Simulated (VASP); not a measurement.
# Si16O (a cell with a defect) in VASP: notebook, part 2 of 2

VASP 6.6.1. The steps go on from the part before.

**3. Single point, PBEsol, collinear spin, zero start**

File INCAR:

```
PREC = Accurate
ENCUT = 520
EDIFF = 1E-6
ISMEAR = -1
SIGMA = 0.002
LREAL = Auto
LASPH = T
NELM = 150
ALGO = Normal
ISIF = 2
LWAVE = F
LCHARG = F
ISPIN = 2
MAGMOM = 0 0 0 0 0 0 0 0 0 0 0 0 0 0 0 0 0
LORBIT = 11
GGA = PS
NBANDS = 53
```

File KPOINTS:

```
regular mesh
0
Gamma
  2 2 2
```

File POSCAR:

```
Si16O
1.0
    0.0000000000      5.4300000000      5.4300000000
    5.4300000000      0.0000000000      5.4300000000
    5.4300000000      5.4300000000      0.0000000000
Si O
16 1
Direct
    0.0434254144     -0.0622467772     -0.0116390424
    0.1597513812      0.0906721915      0.0813167587
    0.0244659300      0.0108563536      0.4479281768
    0.1321639042      0.1227348066      0.5968968692
   -0.0388213628      0.4632412523      0.0429281768
    0.0578453039      0.5627255985      0.2266482505
   -0.0683517495      0.4760681400      0.5843738490
    0.0816666667      0.6573941068      0.6441160221
    0.5361049724      0.0093462247     -0.0837661142
    0.6447237569      0.1290515654      0.0947421731
    0.5117127072      0.0710681400      0.4874769797
    0.6768600368      0.1821454880      0.5686279926
    0.4128176796      0.4982688766      0.0823020258
    0.5979005525      0.6469244936      0.0942725599
    0.4923941068      0.5149907919      0.4559300184
    0.5883977901      0.7056537753      0.6106998158
    0.3933149171      0.6549539595      0.8481583794
```

Potentials or basis: VASP PAW PBE potentials, release 64 (Si, O).

Run with:

```console
> cat potpaw_PBE.64/Si/POTCAR potpaw_PBE.64/O/POTCAR > POTCAR
> mpirun -np 1 vasp_std > vasp.out
```

OUTCAR:

```text
PREC = Accurate
   ENCUT = 520
   EDIFF = 1E-6
   ISMEAR = -1
   LREAL = Auto
   LASPH = T
   NELM = 150
   ISIF = 2
   ISPIN = 2
   LORBIT = 11
   GGA = PS

 ion  position               nearest neighbor table
   1  0.043  0.938  0.988-   2 2.28   4 2.48   6 2.50  10 2.53
   2  0.160  0.091  0.081-   1 2.28   3 2.32   9 2.38   5 2.42
   3  0.024  0.011  0.448-  12 2.22   8 2.28   2 2.32   4 2.32
   4  0.132  0.123  0.597-   3 2.32   7 2.33  11 2.47   1 2.48   6 3.15
   5  0.961  0.463  0.043-  14 2.33   6 2.41   2 2.42   8 2.54
   6  0.058  0.563  0.227-  13 2.25   7 2.25   5 2.41   1 2.50   4 3.15
   7  0.932  0.476  0.584-   6 2.25  16 2.30   4 2.33   8 2.50
   8  0.082  0.657  0.644-   3 2.28   7 2.50   5 2.54  15 2.61
   9  0.536  0.009  0.916-  12 2.25  14 2.32   2 2.38  10 2.57
  10  0.645  0.129  0.095-  13 2.46  11 2.52   1 2.53   9 2.57
  11  0.512  0.071  0.487-  12 2.26  16 2.32   4 2.47  10 2.52
  12  0.677  0.182  0.569-  15 2.16   3 2.22   9 2.25  11 2.26
  13  0.413  0.498  0.082-  17 1.62   6 2.25  14 2.28  10 2.46  16 2.99
  14  0.598  0.647  0.094-  15 2.27  13 2.28   9 2.32   5 2.33
  15  0.492  0.515  0.456-  12 2.16  14 2.27   8 2.61  16 2.79
  16  0.588  0.706  0.611-  17 1.69   7 2.30  11 2.32  15 2.79  13 2.99
  17  0.393  0.655  0.848-  13 1.62  16 1.69

  LATTYP: Found a face centered cubic cell.
[... 1036 lines left out ...]
  energy-cutoff  :      520.00
  volume of cell :      320.21
      direct lattice vectors                 reciprocal lattice vectors
     0.000000000  5.430000000  5.430000000    -0.092081031  0.092081031  0.092081031
     5.430000000  0.000000000  5.430000000     0.092081031 -0.092081031  0.092081031
     5.430000000  5.430000000  0.000000000     0.092081031  0.092081031 -0.092081031

 POSITION                                       TOTAL-FORCE (eV/Angst)
 -----------------------------------------------------------------------------------
     10.45880      5.60260      5.32780         0.136117     -1.523747     -1.233996
      0.93390      1.30900      1.35980         0.355401     -0.258801      0.846884
      2.49120      2.56510      0.19180        -0.708486      0.766596      0.785416
      3.90760      3.95880      1.38410         0.766312      1.559551      0.035758
      2.74850      5.45230      7.73460        -0.718689     -0.251928      1.210097
      4.28630      1.54480      3.36970         0.033062     -1.405786      0.396996
[... 9 lines left out ...]
      7.14780      6.51110      7.02670        -0.866439     -0.870941     -1.417878
      8.16190      6.74120      5.69210        -0.889382     -1.852283      1.124103
 -----------------------------------------------------------------------------------
    total drift:                                0.008316     -0.000415      0.000523

  FREE ENERGIE OF THE ION-ELECTRON SYSTEM (eV)
  ---------------------------------------------------
  free  energy   TOTEN  =       -94.6836051892 eV

  energy  without entropy=      -94.6829354811  energy(sigma->0) =      -94.68327034

 total charge

# of ion       s       p       d       tot
------------------------------------------
    1        0.766   0.846   0.000   1.612
    2        0.750   0.935   0.000   1.685
    3        0.753   0.980   0.000   1.733
    4        0.758   0.881   0.000   1.639
    5        0.759   0.871   0.000   1.630
    6        0.763   0.937   0.000   1.700
[... 9 lines left out ...]
   16        0.755   0.865   0.000   1.619
   17        1.573   3.590   0.000   5.162
--------------------------------------------------
tot         13.714  18.209   0.000  31.924

 magnetization (x)

# of ion       s       p       d       tot
------------------------------------------
    1        0.000  -0.000   0.000   0.000
    2        0.000  -0.000   0.000  -0.000
    3        0.000   0.000   0.000   0.000
    4        0.000   0.000   0.000   0.000
    5        0.000  -0.000   0.000   0.000
    6        0.000   0.000   0.000   0.000
[... 9 lines left out ...]
   16        0.000  -0.000   0.000  -0.000
   17       -0.000  -0.000   0.000  -0.000
--------------------------------------------------
tot          0.000  -0.001   0.000  -0.000
```

stdout:

```text
POSCAR found type information on POSCAR SiO
 POSCAR found :  2 types and      17 ions
 scaLAPACK will be used
 -----------------------------------------------------------------------------
|                                                                             |
|                                                                             |
|     You enforced a specific xc type in the INCAR file but a different       |
|     I HOPE YOU KNOW WHAT YOU ARE DOING!                                     |
|                                                                             |
 -----------------------------------------------------------------------------

 LDA part: xc-table for (Slater+PW92), standard interpolation
 POSCAR, INCAR and KPOINTS ok, starting setup
 FFT: planning ... GRIDC
 FFT: planning ... GRID_SOFT
 FFT: planning ... GRID
 WAVECAR not read
 entering main loop
```

Run time: 8.8 min. Hardware: 1 thread of Intel Xeon Platinum 8559C (Emerald Rapids), shared host; peak memory 0.71 GiB.

Results:

- Free energy: -94.6836 eV
- Pressure: 1.5 GPa
- Largest force: 4.330 eV/Å
- Band gap on the k mesh: zero (filled and empty bands overlap)
- Net moment: 0.00 μB per cell
- Valence electrons inside the program's atomic spheres: Si 1.61, 1.69, 1.73, 1.64, 1.63, 1.70, 1.67, 1.59, 1.79, 1.68, 1.62; O 5.16

Forces in eV/Å, atoms in the order of the input:
```
Si   0.136 -1.524 -1.234
Si   0.355 -0.259  0.847
Si  -0.708  0.767  0.785
Si   0.766  1.560  0.036
Si  -0.719 -0.252  1.210
Si   0.033 -1.406  0.397
Si   1.148  0.791  0.581
Si  -1.609  1.536 -1.262
Si   2.161  1.270 -0.396
Si   0.108  0.148 -0.027
Si  -1.680 -1.681 -0.809
Si  -0.396  0.416 -0.618
Si  -1.516  1.782 -0.638
Si  -0.325  0.785  0.291
Si   4.001 -1.209  1.132
Si  -0.866 -0.871 -1.418
O   -0.889 -1.852  1.124
```

Caveat: the k points lie up to 0.50 Å⁻¹ apart; the PAW data sets were made with another functional, which shifts forces and pressure a little.

**4. Single point, PBEsol, collinear spin, zero start**

File INCAR:

```
SYSTEM = Si16O
ALGO = Normal ; EDIFF = 1E-6
ENCUT = 520 ; GGA = PS
ISIF = 2 ; ISMEAR = -1
ISPIN = 2 ; LASPH = .True.
LCHARG = .False. ; LORBIT = 11
LREAL = Auto ; LWAVE = .False.
MAGMOM = 0 0 0 0 0 0 0 0 0 0 0 0 0 0 0 0 0 ; NBANDS = 53
NELM = 150 ; PREC = Accurate
SIGMA = 0.002
```

File KPOINTS:

```
k-points
0
Gamma
  2 2 2
  0 0 0
```

File POSCAR:

```
Si16O
1.0
    0.0000000000      5.4300000000      5.4300000000
    5.4300000000      0.0000000000      5.4300000000
    5.4300000000      5.4300000000      0.0000000000
Si O
16 1
Direct
   -0.0527624309     -0.0409208103      0.0669244936
    0.1095119705      0.0935082873      0.1384622468
    0.0360128913      0.0081491713      0.5003591160
    0.1217587477      0.1305801105      0.6756261510
    0.0083793738      0.4867771639      0.0001289134
    0.1004511971      0.5922191529      0.1648158379
   -0.0379281768      0.4948710866      0.5293462247
    0.1214548803      0.6245856354      0.6173480663
    0.4935911602     -0.0034069982     -0.0295027624
    0.5910313076      0.1365377532      0.1177532228
    0.4854235727      0.0436740331      0.4892725599
    0.6344843462      0.1559208103      0.5960128913
    0.4811325967      0.4871178637      0.0116114180
    0.6369060773      0.6233333333      0.0884530387
    0.4829281768      0.5864640884      0.4267771639
    0.6204788214      0.6788397790      0.5670718232
    0.4287569061      0.6210405157      0.7821823204
```

Run with:

```console
> cat potpaw_PBE.64/Si/POTCAR potpaw_PBE.64/O/POTCAR > POTCAR
> mpirun -np 1 vasp_std > vasp.out
```

Run time: 6.1 min. Hardware: 1 thread of Intel Xeon Platinum 8559C (Emerald Rapids), shared host; peak memory 0.71 GiB.

The run converged. Its results:

* Free energy: -96.2899 eV
* Pressure: 2.8 GPa
* Largest force: 2.373 eV/Å
* Band gap on the k mesh: 0.22 eV
* Net moment: 0.00 μB per cell
* Valence electrons inside the program's atomic spheres: Si 1.68, 1.65, 1.64, 1.66, 1.67, 1.72, 1.74, 1.73, 1.63, 1.69, 1.70; O 5.18

Forces in eV/Å, atoms in the order of the input:
```
Si  -0.575 -0.260  1.774
Si   0.433  0.258  1.129
Si   0.509 -0.530 -1.156
Si  -0.504 -0.253 -1.526
Si  -1.192 -0.365 -0.728
Si   0.032  0.564  0.210
Si  -0.040  1.520  0.636
Si   0.828 -0.069  0.267
Si   0.591 -0.457  0.216
Si  -0.938  0.287 -1.386
Si  -0.143 -0.053  0.727
Si   0.460  0.205  1.262
Si   1.558 -0.739 -0.034
Si  -1.193 -0.984  0.859
Si  -0.259  1.674 -1.661
Si  -0.705 -1.879  1.090
O    1.138  1.082 -1.677
```

Stress tensor (GPa, compression positive):
```
 3.49  1.15 -2.01
 1.15  2.39 -1.46
-2.01 -1.46  2.47
```

Levels at points of the mesh, in eV from the valence-band top:
Spin up:
| k point | band 33 | band 34 | band 35 | band 36 | band 37 | band 38 |
| --- | --- | --- | --- | --- | --- | --- |
| (0.00, 0.00, 0.00) | -0.40 | -0.24 | -0.01 | 0.22 | 0.51 | 0.57 |
| (0.50, 0.00, 0.00) | -0.90 | -0.64 | -0.49 | 0.98 | 1.06 | 1.21 |
| (0.00, 0.50, 0.00) | -0.97 | -0.75 | -0.49 | 0.64 | 1.08 | 1.33 |
| (0.00, 0.00, 0.50) | -0.85 | -0.69 | 0.00 | 0.66 | 0.86 | 1.20 |
| (0.50, 0.50, 0.50) | -1.19 | -0.69 | -0.12 | 0.40 | 0.99 | 1.11 |
| (0.50, 0.50, 0.00) | -1.35 | -1.14 | -0.63 | 0.86 | 1.02 | 1.72 |
| (0.00, 0.50, 0.50) | -1.16 | -1.03 | -0.98 | 1.16 | 1.19 | 1.76 |
| (0.50, 0.00, 0.50) | -1.16 | -0.98 | -0.67 | 0.89 | 1.32 | 1.72 |
Spin down:
| k point | band 32 | band 33 | band 34 | band 35 | band 36 | band 37 | band 38 | band 39 |
| --- | --- | --- | --- | --- | --- | --- | --- | --- |
| (0.00, 0.00, 0.00) | -0.92 | -0.40 | -0.24 | -0.01 | 0.22 | 0.51 | 0.57 | 0.74 |
| (0.50, 0.00, 0.00) | -1.21 | -0.90 | -0.64 | -0.49 | 0.98 | 1.06 | 1.21 | 1.28 |
| (0.00, 0.50, 0.00) | -1.47 | -0.97 | -0.75 | -0.49 | 0.64 | 1.08 | 1.33 | 1.44 |
| (0.00, 0.00, 0.50) | -0.92 | -0.85 | -0.69 | 0.00 | 0.66 | 0.86 | 1.20 | 1.26 |
| (0.50, 0.50, 0.50) | -1.28 | -1.19 | -0.69 | -0.12 | 0.40 | 0.99 | 1.11 | 1.57 |
| (0.50, 0.50, 0.00) | -1.39 | -1.35 | -1.14 | -0.63 | 0.86 | 1.02 | 1.72 | 1.93 |
| (0.00, 0.50, 0.50) | -1.26 | -1.16 | -1.03 | -0.98 | 1.16 | 1.19 | 1.76 | 1.93 |
| (0.50, 0.00, 0.50) | -1.46 | -1.16 | -0.98 | -0.67 | 0.89 | 1.32 | 1.72 | 1.87 |

Caveat: the k points lie up to 0.50 Å⁻¹ apart; the PAW data sets were made with another functional, which shifts forces and pressure a little.
